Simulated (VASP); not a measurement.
# Al5Si11C11N5 (P1) in VASP: notebook, part 2 of 2

VASP 6.6.1. Earlier steps stand in the parts before.

## (3) Single point, HSE06

This run uses another cell than the first one, of 10.46 Å³/atom.

The input, POSCAR:

```
Al5Si11C11N5
1.0
    9.2947160000      0.0000000000      0.0000000000
    0.0000000000     10.7350470000      0.0000000000
    0.0000000000      0.0000000000     10.0612090000
Al Si C N
15 33 33 15
Direct
    0.1695170000      0.0809510000      0.2490990000
    0.1671190000      0.0820620000      0.7472800000
    0.4950290000      0.0837710000      0.7467210000
    0.3370030000      0.3326900000      0.2516870000
    0.9961920000      0.8340470000      0.7500540000
    0.5042330000      0.5887310000      0.7461150000
    0.6704900000      0.8374030000      0.7509100000
    0.3339480000      0.1695480000      0.5045540000
    0.9948950000      0.6674290000      0.5031360000
    0.9965400000      0.6674480000      0.9955140000
    0.1651400000      0.9143290000      0.9985900000
    0.8333930000      0.4149730000      0.9961490000
    0.4995250000      0.9156130000      0.5070760000
    0.4961440000      0.9161780000      0.9923300000
    0.8326130000      0.9190820000      0.4997290000
    0.9956220000      0.3339400000      0.2494400000
    0.9995420000      0.3293980000      0.7483390000
    0.4986280000      0.0861280000      0.2530480000
    0.3369330000      0.3329330000      0.7449610000
    0.1638920000      0.5837120000      0.2474270000
    0.1651280000      0.5840900000      0.7494710000
    0.0076300000      0.8298300000      0.2549750000
    0.8350870000      0.0893080000      0.2497690000
    0.8337680000      0.0857220000      0.7472330000
    0.6690680000      0.3333070000      0.2508030000
    0.6651060000      0.3285060000      0.7438590000
    0.5060310000      0.5829830000      0.2493510000
    0.3306740000      0.8318970000      0.2526560000
    0.3301770000      0.8303280000      0.7444960000
    0.8325060000      0.5802250000      0.2543760000
    0.8312960000      0.5821270000      0.7476470000
    0.6655840000      0.8339010000      0.2517050000
    0.0051660000      0.1666730000      0.4996680000
    0.0050570000      0.1656530000      0.9999230000
    0.3340310000      0.1648170000      0.0019240000
    0.1708570000      0.4169530000      0.4993800000
    0.1673090000      0.4174490000      0.9990480000
    0.6631970000      0.1674770000      0.4995890000
    0.6639250000      0.1653700000      0.0001670000
    0.4991400000      0.4161940000      0.5040720000
    0.5020970000      0.4195890000      0.0006970000
    0.3322920000      0.6657050000      0.4978950000
    0.3349390000      0.6646990000      0.0000660000
    0.1610400000      0.9179950000      0.5038590000
    0.8315370000      0.4165940000      0.5027720000
    0.6739110000      0.6696100000      0.5018030000
    0.6704180000      0.6699280000      0.0003870000
    0.8334560000      0.9165180000      0.9995860000
    0.9933070000      0.1724040000      0.1866090000
    0.9913910000      0.1710640000      0.6831540000
    0.3440720000      0.1655800000      0.1816580000
    0.3309960000      0.1788050000      0.6983610000
    0.9973080000      0.6623220000      0.1968350000
    0.9990500000      0.6538010000      0.6983260000
    0.6669560000      0.1645900000      0.1863000000
    0.6730050000      0.1672040000      0.6855210000
    0.5106320000      0.4221490000      0.1826260000
    0.5017950000      0.4149350000      0.6912920000
    0.3377190000      0.6635030000      0.1904470000
    0.3250520000      0.6631650000      0.6798190000
    0.1712280000      0.9049470000      0.1931360000
    0.1717370000      0.9090570000      0.6850470000
    0.8329510000      0.4167140000      0.1914500000
    0.8331580000      0.4147140000      0.6946200000
    0.6688730000      0.6688070000      0.1874520000
    0.6772320000      0.6661650000      0.6833660000
    0.4911570000      0.9105350000      0.7000910000
    0.1613200000      0.0797940000      0.4438800000
    0.1722240000      0.0901800000      0.9444880000
    0.0038610000      0.3377570000      0.4390340000
    0.0121870000      0.3318370000      0.9337820000
    0.5085380000      0.0841670000      0.4330920000
    0.3339440000      0.3482690000      0.4434580000
    0.1807090000      0.5759360000      0.9362430000
    0.0050910000      0.8363460000      0.4360590000
    0.9894100000      0.8380880000      0.9439730000
    0.8296750000      0.0868380000      0.9381060000
    0.6649770000      0.3346400000      0.4392360000
    0.8235680000      0.5758960000      0.4373500000
    0.6647090000      0.8261280000      0.4311470000
    0.6714780000      0.8310710000      0.9504340000
    0.1601170000      0.4211650000      0.1835220000
    0.1670640000      0.4189880000      0.6873550000
    0.4974280000      0.9147260000      0.1945990000
    0.8307370000      0.9223480000      0.1936180000
    0.8329080000      0.9310900000      0.6874300000
    0.5006730000      0.0929880000      0.9461240000
    0.3387160000      0.3408990000      0.9413780000
    0.1767250000      0.5785930000      0.4327610000
    0.8327790000      0.0958730000      0.4317080000
    0.6524440000      0.3292290000      0.9335590000
    0.4978790000      0.5850020000      0.4365320000
    0.5031450000      0.5830090000      0.9456240000
    0.3289290000      0.8214300000      0.4328630000
    0.3347620000      0.8173410000      0.9334050000
    0.8165950000      0.5812830000      0.9327590000
```

The input, INCAR.step1:

```
ALGO = Normal
EDIFF = 1E-5
ENCUT = 520
GGA = PE
ISIF = 2
ISMEAR = -1
LASPH = T
LCHARG = F
LREAL = Auto
LUSENCCL = F
LWAVE = T
NBANDS = 246
NELM = 100
PREC = Accurate
SIGMA = 0.05
```

The input, INCAR.step2:

```
ALGO = Normal
EDIFF = 1E-6
ENCUT = 520
GGA = PE
HFSCREEN = 0.2079
ISIF = 2
ISMEAR = -1
ISTART = 1
LASPH = T
LCHARG = F
LHFCALC = T
LREAL = Auto
LUSENCCL = F
LWAVE = F
NBANDS = 246
NELM = 100
PREC = Accurate
PRECFOCK = Fast
SIGMA = 0.05
```

The input, KPOINTS:

```
k-points
0
Gamma
  1 1 1
```

Potentials or basis: VASP PAW PBE potentials, release 64 (Al, Si, C, N).

Started as:

```bash
cat potpaw_PBE.64/Al/POTCAR potpaw_PBE.64/Si/POTCAR potpaw_PBE.64/C/POTCAR potpaw_PBE.64/N/POTCAR > POTCAR
cp INCAR.step1 INCAR
mpirun -np 1 vasp_gam > vasp.out
cp INCAR.step2 INCAR
mpirun -np 1 vasp_gam > vasp.out
```

Wall time 8.8 min (1 × NVIDIA H100 80GB with 1 thread of Intel Xeon Platinum 8481C at 2.70GHz (Sapphire Rapids), shared host); peak memory 1.7 GiB.

It converged, with:

```
Free energy            : -814.9655 eV
Pressure               : -1.9 GPa
Largest force          : 0.342 eV/Å
Band gap on the k mesh : 3.07 eV
```

Forces in eV/Å, atoms in the order of the input:
```
Al  -0.001  0.031 -0.051
Al   0.048  0.092 -0.032
Al  -0.057  0.074 -0.079
Al   0.060  0.013  0.006
Al   0.056  0.100  0.043
Al   0.023  0.025 -0.109
Al  -0.076  0.046 -0.063
Al  -0.005 -0.085 -0.035
Al  -0.039 -0.017 -0.031
Al  -0.017  0.073 -0.058
Al  -0.141 -0.038 -0.005
Al   0.028  0.032 -0.047
Al   0.068  0.012 -0.043
Al   0.082 -0.096 -0.064
Al   0.017 -0.079 -0.027
Si  -0.034  0.015 -0.076
Si  -0.028  0.007  0.038
Si   0.025  0.083 -0.001
Si   0.026 -0.136 -0.112
Si  -0.016  0.024 -0.027
Si  -0.103  0.072 -0.069
Si   0.149  0.055 -0.001
Si   0.007  0.033 -0.014
Si   0.025 -0.016 -0.147
Si   0.027  0.087 -0.054
Si   0.008  0.056 -0.033
Si  -0.002  0.019 -0.056
Si  -0.068  0.103 -0.029
Si   0.065  0.100 -0.056
Si   0.043  0.047 -0.036
Si   0.072  0.098 -0.043
Si  -0.026 -0.001  0.050
Si  -0.019 -0.109 -0.052
Si   0.109 -0.009 -0.074
Si   0.005 -0.173 -0.044
Si   0.140 -0.054 -0.118
Si   0.016  0.004 -0.040
Si   0.022 -0.083 -0.117
Si  -0.154 -0.074 -0.118
Si  -0.129 -0.135 -0.110
Si  -0.006 -0.029 -0.051
Si  -0.046  0.014 -0.064
Si   0.009  0.046 -0.126
Si  -0.085  0.025 -0.013
Si  -0.017  0.052 -0.122
Si   0.030  0.012 -0.017
Si   0.033 -0.065 -0.076
Si   0.070 -0.141 -0.105
C   -0.048 -0.036  0.056
C   -0.049 -0.063  0.030
C    0.024 -0.138 -0.033
C    0.082  0.136  0.114
C    0.083 -0.142  0.201
C    0.047 -0.307  0.143
C    0.007 -0.107  0.073
C    0.029 -0.030  0.062
C   -0.030  0.048 -0.011
C   -0.042 -0.153  0.029
C   -0.032 -0.135  0.042
C   -0.012 -0.070  0.004
C    0.021 -0.194  0.125
C   -0.007 -0.105 -0.043
C    0.025 -0.109  0.104
C    0.002 -0.058  0.071
C   -0.066 -0.053  0.045
C   -0.008 -0.125 -0.012
C   -0.017 -0.145  0.081
C   -0.130  0.081  0.122
C    0.016  0.210  0.213
C   -0.013  0.066  0.031
C   -0.037  0.060 -0.003
C    0.037  0.143 -0.002
C   -0.016  0.277  0.163
C    0.040  0.010  0.058
C    0.057  0.116  0.011
C   -0.022  0.102  0.112
C   -0.054  0.086  0.057
C    0.020  0.079  0.071
C   -0.007  0.031  0.044
C   -0.003 -0.011 -0.060
C   -0.049  0.073  0.145
N   -0.058  0.029 -0.044
N    0.011 -0.039 -0.022
N    0.027 -0.111  0.147
N   -0.068 -0.012  0.037
N   -0.020  0.073  0.051
N    0.020  0.221  0.182
N    0.066  0.098  0.117
N    0.080 -0.036 -0.018
N    0.022  0.154 -0.068
N   -0.086  0.030  0.033
N   -0.082  0.065  0.001
N    0.014  0.002  0.136
N    0.012 -0.100 -0.078
N    0.078 -0.079 -0.003
N   -0.063  0.056 -0.008
```

Stress tensor (GPa, compression positive):
```
-0.59 -0.17  0.08
-0.17 -2.92 -0.13
 0.08 -0.13 -2.22
```

Levels at points of the mesh, in eV from the valence-band top:
```csv
k point,band 190,band 191,band 192,band 193,band 194,band 195
"(0.00, 0.00, 0.00)",-0.31,-0.19,0.00,3.07,3.13,3.32
```

Caveat: the k points lie up to 0.68 Å⁻¹ apart; the PAW data sets were made with another functional, which shifts forces and pressure a little. A k mesh can miss the band edges.
